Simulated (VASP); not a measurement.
# Sc2BP3 (P4/mmm) in VASP: relaxation of cell and atoms with PBE

Aim: the relaxation of cell and atoms of Sc2BP3 with PBE.

Everything below comes from runs of VASP 6.6.1. Logs are shortened: lines on timing, memory, paths and dates and some standing lists are left out, and cuts for length are marked.

### Step 1. The cell of the first run

The structure is tetragonal, space group P4/mmm (No. 123). Conventional cell: a = 3.305 Å, b = 3.305 Å, c = 8.257 Å, α = 90.00°, β = 90.00°, γ = 90.00°. Sc (site symmetry 4mm) has 1 B at 2.52 Å and 8 P at 2.74 to 2.84 Å and 5 Sc at 3.22 to 3.30 Å within 3.4 Å. B (site symmetry 4/mmm) has 2 Sc at 2.52 Å and 8 P at 2.57 Å and 4 B at 3.30 Å within 3.4 Å. P (site symmetry 4mm) has 1 P at 2.16 Å and 4 B at 2.57 Å and 4 Sc at 2.74 Å within 2.9 Å. P (site symmetry 4/mmm) has 8 Sc at 2.84 Å and 6 P at 3.05 to 3.30 Å within 3.7 Å.

The cell was built from a structure type or drawn by symmetry, and may not be a known phase.

### Step 2. Relaxation of cell and atoms, PBE

INCAR reads:

```
ALGO = Normal
EDIFF = 1E-7
EDIFFG = -0.01
ENCUT = 600
GGA = PE
IBRION = 2
ISIF = 3
ISMEAR = 0
LASPH = T
LCHARG = F
LREAL = F
LWAVE = F
NELM = 80
NSW = 100
PREC = Accurate
SIGMA = 0.1
```

KPOINTS reads:

```
k-points
0
Gamma
  12 12 6
```

POSCAR reads:

```
Sc2BP3
1.0
    3.3046790720      0.0000000000      0.0000000000
    0.0000000000      3.3046790720      0.0000000000
    0.0000000000      0.0000000000      8.2565049642
Sc B P
2 1 3
Direct
    0.5000000000      0.5000000000      0.3051308495
    0.5000000000      0.5000000000      0.6948691505
    0.5000000000      0.5000000000      0.0000000000
    0.0000000000      0.0000000000      0.8692425961
    0.0000000000      0.0000000000      0.1307574039
    0.0000000000      0.0000000000      0.5000000000
```

Potentials or basis: VASP PAW PBE potentials, release 64 (Sc_sv, B, P).

Started as:

```
$ cat potpaw_PBE.64/Sc_sv/POTCAR potpaw_PBE.64/B/POTCAR potpaw_PBE.64/P/POTCAR > POTCAR
$ mpirun -np 1 vasp_std > vasp.out
```

OUTCAR:

```text
EDIFF = 1E-7
   EDIFFG = -0.01
   ENCUT = 600
   GGA = PE
   IBRION = 2
   ISIF = 3
   ISMEAR = 0
   LASPH = T
   LREAL = F
   NELM = 80
   NSW = 100
   PREC = Accurate

 ion  position               nearest neighbor table
   1  0.500  0.500  0.305-   3 2.52   5 2.74   5 2.74   5 2.74   5 2.74   6 2.84   6 2.84   6 2.84
                             6 2.84   2 3.22
   2  0.500  0.500  0.695-   3 2.52   4 2.74   4 2.74   4 2.74   4 2.74   6 2.84   6 2.84   6 2.84
                             6 2.84   1 3.22
   3  0.500  0.500  0.000-   1 2.52   2 2.52
   4  0.000  0.000  0.869-   5 2.16   2 2.74   2 2.74   2 2.74   2 2.74
   5  0.000  0.000  0.131-   4 2.16   1 2.74   1 2.74   1 2.74   1 2.74
   6  0.000  0.000  0.500-   1 2.84   2 2.84   1 2.84   2 2.84   1 2.84   2 2.84   1 2.84   2 2.84

  LATTYP: Found a simple tetragonal cell.
 ALAT       =     3.3046790720
 C/A-ratio  =     2.4984286777

  Lattice vectors:

 A1 = (   3.3046790720,   0.0000000000,   0.0000000000)
 A2 = (   0.0000000000,   3.3046790720,   0.0000000000)
 A3 = (   0.0000000000,   0.0000000000,   8.2565049642)

Analysis of symmetry for initial positions (statically):
=====================================================================
 Subroutine PRICEL returns:
 Original cell was already a primitive cell.

 Routine SETGRP: Setting up the symmetry group for a
 simple tetragonal supercell.

 Subroutine GETGRP returns: Found 16 space group operations
 (whereof 16 operations were pure point group operations)
 out of a pool of 16 trial point group operations.

The static configuration has the point symmetry D_4h.

Analysis of symmetry for dynamics (positions and initial velocities):
=====================================================================
 Subroutine PRICEL returns:
 Original cell was already a primitive cell.

 Routine SETGRP: Setting up the symmetry group for a
 simple tetragonal supercell.

 Subroutine GETGRP returns: Found 16 space group operations
 (whereof 16 operations were pure point group operations)
 out of a pool of 16 trial point group operations.

The dynamic configuration has the point symmetry D_4h.

 Subroutine INISYM returns: Found 16 space group operations
 (whereof 16 operations are pure point group operations),
 and found     1 'primitive' translations

----------------------------------------------------------------------------------------

                                     Primitive cell
[... 102 lines left out ...]
   NSW    =    100    number of steps for IOM
   IBRION =      2    ionic relax: 0-MD 1-quasi-New 2-CG
   NFREE  =      1    steps in history (QN), initial steepest desc. (CG)
   ISIF   =      3    stress and relaxation
   ISYM   =      2    0-nonsym 1-usesym 2-fastsym
   POTIM  = 0.5000    time-step for ionic-motion
   TEBEG  =    0.0;   TEEND  =   0.0 temperature during run
   PSTRESS=    0.0 pullay stress
   NELECT =      40.0000    total number of electrons
   NUPDOWN=      -1.0000    fix difference up-down
   EMIN   =  10.00;   EMAX   =-10.00  energy-range for DOS
   EFERMI =   0.00;   METHOD = LEGACY
   ISMEAR =     0;   SIGMA  =   0.10  broadening in eV -4-tet -1-fermi 0-gaus
   EFERMI_NEDOS =   21; number of points for ismear=-14 and -15
   IALGO  =     38    algorithm
   IMIX   =      4    mixing-type and parameters
     AMIX     =   0.40;   BMIX     =  1.00
     AMIX_MAG =   1.60;   BMIX_MAG =  1.00
  volume/ion in A,a.u.               =      15.03       101.41
  Fermi-wavevector in a.u.,A,eV,Ry     =   1.248561  2.359439 21.210196  1.558905
  Thomas-Fermi vector in A             =   2.382642
   LORBIT       =      0    0 simple, 1 ext, 2 COOP (PROOUT), +10 PAW based schemes
   GGA     = PE    functional components
   LHFCALC =     F    Hartree Fock is set to
   AEXX    =    0.0000 exact exchange contribution
   IVDW    =     0    specifies the selected vdW correction
   LEPSILON=     F    determine dielectric tensor
   LRPA    =     F    only Hartree local field effects (RPA)
 conjugate gradient relaxation of ions
 non-spin polarized calculation
 Gauss-broadening in eV      SIGMA  =   0.10
  energy-cutoff  :      600.00
  volume of cell :       90.17
 maximum number of plane-waves:      3049
 NGX is ok and might be reduce to    28
   NGX = 13   NGY = 13   NGZ = 33

--------------------------------------- Ionic step        1  -------------------------------------------

 number of electron      40.0000000 magnetization

 Free energy of the ion-electron system (eV)
  ---------------------------------------------------
  ext. energy  EPLUGINS =         0.00000000
  ---------------------------------------------------
  free energy    TOTEN  =       -37.02959968 eV

  energy without entropy =      -37.01073849  energy(sigma->0) =      -37.02016909

------------------------ aborting loop because EDIFF is reached ----------------------------------------

  FORCE on cell =-STRESS in cart. coord.  units (eV):
  Direction    XX          YY          ZZ          XY          YZ          ZX
  --------------------------------------------------------------------------------------
  -------------------------------------------------------------------------------------
  Total        0.7789945      0.7789945     -0.1480799      0.0000000     -0.0000000      0.0000000
  in kB       13.8417236     13.8417236     -2.6311878      0.0000000     -0.0000000      0.0000000
  external PRESSURE =       8.3507531 kB  Pullay stress =       0.0000000 kB
[... 267 lines left out ...]
--------------------------------------- Ionic step        8  -------------------------------------------

 number of electron      40.0000004 magnetization

 Free energy of the ion-electron system (eV)
  ---------------------------------------------------
  ext. energy  EPLUGINS =         0.00000000
  ---------------------------------------------------
  free energy    TOTEN  =       -37.03897862 eV

  energy without entropy =      -37.01805511  energy(sigma->0) =      -37.02851687

 E-fermi :   7.0947     XC(G=0): -11.1433

 val. band max:        7.0937193721   @ k =   0.5000   0.0833   0.0000
 cond. band min:       7.1008077531   @ k =   0.5000   0.0000   0.3333
 fundamental gap:      0.0070883810
 Fermi energy:         7.0947354268

 k-point     1 :       0.0000    0.0000    0.0000
  band No.  band energies     occupation
      1     -42.0030      2.00000
      2     -41.9913      2.00000
      3     -20.7213      2.00000
      4     -20.6027      2.00000
      5     -20.6027      2.00000
      6     -20.5904      2.00000
[... 637 lines left out ...]
     23       8.7779      0.00000
     24       9.0601      0.00000

 [... further k-points ...]
[... 5 lines left out ...]
  --------------------------------------------------------------------------------------
  -------------------------------------------------------------------------------------
  Total        0.0186876      0.0186876      0.0138299      0.0000000      0.0000000      0.0000000
  in kB        0.3279133      0.3279133      0.2426737      0.0000000      0.0000000      0.0000000
  external PRESSURE =       0.2995001 kB  Pullay stress =       0.0000000 kB
[... 21 lines left out ...]
  FREE ENERGIE OF THE ION-ELECTRON SYSTEM (eV)
  ---------------------------------------------------
  free  energy   TOTEN  =       -37.0389786232 eV

  energy  without entropy=      -37.0180551105  energy(sigma->0) =      -37.02851687

 reached required accuracy - stopping structural energy minimisation
```

OSZICAR:

```text
N       E                     dE             d eps       ncg     rms          rms(c)
DAV:   1     0.554417103122E+03    0.55442E+03   -0.19930E+04  5384   0.186E+03
DAV:   2     0.281244445976E+02   -0.52629E+03   -0.52285E+03  7088   0.619E+02
DAV:   3    -0.369567260427E+02   -0.65081E+02   -0.64470E+02  9104   0.210E+02
[... 70 lines left out ...]
DAV:   1    -0.370389868394E+02   -0.16975E-04   -0.19220E-03  6528   0.743E-01    0.272E-02
DAV:   2    -0.370389837488E+02    0.30907E-05   -0.12704E-04  8416   0.117E-01    0.142E-02
DAV:   3    -0.370389798831E+02    0.38656E-05   -0.91949E-06  8632   0.267E-02    0.712E-03
DAV:   4    -0.370389786364E+02    0.12467E-05   -0.31299E-06  8760   0.172E-02    0.107E-03
DAV:   5    -0.370389786232E+02    0.13202E-07   -0.26077E-07  5480   0.376E-03
   8 F= -.37038979E+02 E0= -.37028517E+02  d E =-.233329E-04
```

Run time: 28 min. Hardware: 1 thread of Oxide Virtual Turin-like, shared host; peak memory 0.4 GiB.

Results:

```yaml
Free_energy: -37.0390 eV
Relaxed_volume: 15.22 Å³/atom
Relaxed_cell: a = 3.333 Å, b = 3.333 Å, c = 8.220 Å, α = 90.00°, β = 90.00°, γ = 90.00°
Space_group_after_relaxing_to_0.1_Å: P4/mmm (No. 123)
Energy_gained_by_relaxing: 1.6 meV/atom
Ionic_steps: 8
Pressure_after_relaxing: 0.0 GPa
Band_gap_on_the_k_mesh: zero (bands 20 and 21 overlap by 1.46 eV)
```

The path:
```csv
step,energy change (eV),largest force (eV/Å),pressure (GPa),volume (Å³)
1,0.0000,0.1486,0.84,90.17
2,-0.0071,0.1018,-0.03,91.19
3,-0.0074,0.1150,-0.24,91.44
4,-0.0091,0.0331,-0.08,91.36
5,-0.0094,0.0123,-0.01,91.32
6,-0.0094,0.0143,0.00,91.31
7,-0.0094,0.0121,0.05,91.30
8,-0.0094,0.0018,0.03,91.31
```

Final structure:
```xyz
6
Lattice="3.3328 0.0000 0.0000 0.0000 3.3328 0.0000 0.0000 0.0000 8.2201" Properties=species:S:1:pos:R:3 pbc="T T T"
Sc    1.6664    1.6664    2.4896
Sc    1.6664    1.6664    5.7305
B     1.6664    1.6664    0.0000
P     0.0000    0.0000    7.1368
P     0.0000    0.0000    1.0833
P     0.0000    3.3328    4.1101
```

Levels at points of the mesh, in eV from the Fermi level:
```csv
k point,band 18,band 19,band 20,band 21,band 22,band 23
"(0.00, 0.00, 0.00)",-0.13,-0.13,0.19,0.37,0.37,0.74
"(0.50, 0.00, 0.00)",-0.63,-0.19,0.05,0.57,0.75,1.38
"(0.50, 0.50, 0.00)",-3.01,-3.01,-1.70,-1.11,1.02,1.93
"(0.00, 0.00, 0.50)",-0.32,-0.31,-0.31,0.03,0.60,0.60
"(0.50, 0.00, 0.50)",-1.17,-0.73,0.04,0.70,1.69,2.02
"(0.50, 0.50, 0.50)",-3.00,-3.00,-1.52,0.81,1.91,1.91
```
